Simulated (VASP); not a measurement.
Write the native input for VASP 6.6.1 that does the following.

```
Task                   : single point
Functional             : LDA
Potentials or basis    : VASP PAW LDA potentials, release 64 (Al, N)
Cutoff                 : 520 eV
k mesh                 : 9 × 9 × 6
Occupations            : gaussian, width 0.05 eV
Spin                   : no spin polarisation
Dipole correction      : no
Further INCAR settings : ALGO = Normal; EDIFF = 1e-06; NBANDS = 16
```

The structure of AlN lies in POSCAR:

```
AlN
1.0
    3.1659609617      0.0000000000      0.0000000000
   -1.5829804808      2.7418026202      0.0000000000
    0.0000000000      0.0000000000      5.0673630437
Al N
2 2
Direct
    0.3494085240      0.6988170481      0.0015212672
    0.6505914760      0.3011829519      0.5015212672
    0.3189889223      0.6379778447      0.3834787328
    0.6810110777      0.3620221553      0.8834787328
```

The input as run:

INCAR

```
SYSTEM = AlN
PREC = Accurate
ENCUT = 520
EDIFF = 1E-6
ISMEAR = 0
SIGMA = 0.05
LREAL = .FALSE.
LASPH = .TRUE.
NELM = 60
ALGO = Normal
ISIF = 2
LWAVE = .FALSE.
LCHARG = .TRUE.
LELF = .TRUE.
LVHAR = .TRUE.
NBANDS = 16
```

KPOINTS

```
regular mesh
0
G
  9 9 6
  0 0 0
```

Potentials or basis: VASP PAW LDA potentials, release 64 (Al, N).

Launch:

```bash
$ cat potpaw_LDA.64/Al/POTCAR potpaw_LDA.64/N/POTCAR > POTCAR
$ mpirun -np 1 vasp_std > vasp.out
```

Results of the run:

```yaml
Pressure: -13.3 GPa
Largest_force: 0.513 eV/Å
Band_gap_on_the_k_mesh: 3.69 eV, direct
```

Run time: 28 s on 1 thread of AMD EPYC 9R45 96-Core Processor (Zen 5), on a shared host, peak memory 0.15 GiB.
